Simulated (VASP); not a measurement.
A run of VASP 6.6.1:

Contents of POSCAR:

```
CaO
1.0
    0.0000000000      2.3710712315      2.3710712315
    2.3710712315      0.0000000000      2.3710712315
    2.3710712315      2.3710712315      0.0000000000
Ca O
1 1
Direct
    0.0000000000      0.0000000000      0.0000000000
    0.5000000000      0.5000000000      0.5000000000
```

The input INCAR.step1:

```
SYSTEM = CaO
PREC = Accurate
ENCUT = 520
ISMEAR = -1
SIGMA = 0.05
LREAL = .FALSE.
LASPH = .TRUE.
NELM = 80
NBANDS = 15
GGA = PE
ALGO = Normal
EDIFF = 1E-4
LWAVE = .TRUE.
LCHARG = .FALSE.
```

INCAR.step2

```
SYSTEM = CaO
PREC = Accurate
ENCUT = 520
EDIFF = 1E-6
ISMEAR = -1
SIGMA = 0.05
LREAL = .FALSE.
LASPH = .TRUE.
NELM = 80
ALGO = Normal
ISIF = 2
LWAVE = .FALSE.
LCHARG = .FALSE.
METAGGA = R2SCAN
LMIXTAU = .TRUE.
IVDW = 12
VDW_S6 = 1.0
VDW_S8 = 0.78981345
VDW_A1 = 0.49484001
VDW_A2 = 5.73083694
NBANDS = 15
ISTART = 1
```

File KPOINTS:

```
Automatic mesh
0
G
  10 10 10
  0 0 0
```

Potentials or basis: VASP PAW PBE potentials, release 64 (Ca_sv, O).

Command:

```bash
$ cat potpaw_PBE.64/Ca_sv/POTCAR potpaw_PBE.64/O/POTCAR > POTCAR
$ cp INCAR.step1 INCAR
$ mpirun -np 1 vasp_std > vasp.out
$ cp INCAR.step2 INCAR
$ mpirun -np 1 vasp_std > vasp.out
```

Hardware: 1 thread of Intel Xeon 8259CL, with other jobs on the host.

Q: How long does it take, and how much memory?

A: Wall time 2.2 min on 1 thread of Intel Xeon 8259CL, with other jobs on the host, peak memory 0.19 GiB. Counts: k points 47.
